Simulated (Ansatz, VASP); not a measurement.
**Ta2W3: VASP beside Ansatz**

```xyz
5
Lattice="3.1643 1.8269 4.1521 -3.1643 1.8269 4.1521 0.0000 -3.6538 4.1521" Properties=species:S:1:pos:R:3 pbc="T T T"
Ta    0.0000    0.0000    0.0000
Ta    0.0000    0.0000    6.2282
W     0.0000    1.8269    4.1521
W    -1.5821   -0.9135    4.1521
W     1.5821   -0.9135    4.1521
```

Alike in both runs: task single point; functional PBE; k mesh 3 × 3 × 3; occupations gaussian, width 0.1 eV; no spin polarisation.

|  | VASP | Ansatz |
| --- | --- | --- |
| version | VASP 6.6.1 | Ansatz 0.2.0 |
| potentials or method | VASP PAW PBE potentials, release 64 (Ta_pv, W_sv), cutoff 520 eV | scalar-relativistic, plane waves, PAW |
| valence electrons in the cell | 64 | 68 |

VASP gave:

| Property | Result |
| --- | --- |
| gap on the k mesh at the Fermi level (eV) | none |
| pressure (GPa) | -25.0 |
| traceless stress, the component that is largest in VASP (GPa) | 10.80 |

**Question.** Which values does Ansatz return?

**Answer.** gap on the k mesh at the Fermi level (eV): none; pressure (GPa): -25.0; traceless stress, the component that is largest in VASP (GPa): 10.78.

A gap of «none» marks a metal or a gap that the smearing closes. VASP's potentials hold 64 valence electrons a cell and Ansatz's 68, so a difference there can come from the potentials and not from the codes.

The k mesh is coarse, so the values compare programs but aren't converged. Spin-orbit coupling is off throughout.
